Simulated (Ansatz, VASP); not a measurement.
# One calculation of Pt, two programs

```
Pt
1.0
     0.00000    1.95801    1.95801
     1.95801    0.00000    1.95801
     1.95801    1.95801    0.00000
Pt
1
Direct
  0.00000 0.00000 0.00000
```

Alike in both runs: task single point; functional PBE; k mesh 22 × 22 × 22; occupations fermi-dirac, width 0.05 eV; collinear spin.

```csv
,VASP,Ansatz
version,VASP 6.6.1,Ansatz 0.2.0
potentials or method,"VASP PAW PBE potentials, release 64 (Pt), cutoff 520 eV","plane waves (420 eV) with PAW, scalar-relativistic"
valence electrons in the cell,10,18
```

```csv
,VASP,Ansatz,Ansatz less VASP
pressure (GPa),10.9,11.4,+0.55
net moment per atom (μB),0.00,0.00,0.000
```

The functional is the same, so the differences come from potentials, cutoffs and numerics. VASP's potentials hold 10 valence electrons a cell and Ansatz's 18, so a difference there can come from the potentials and not from the codes. Ansatz's warnings: seeded moment not kept.

Spin-orbit coupling is off throughout.
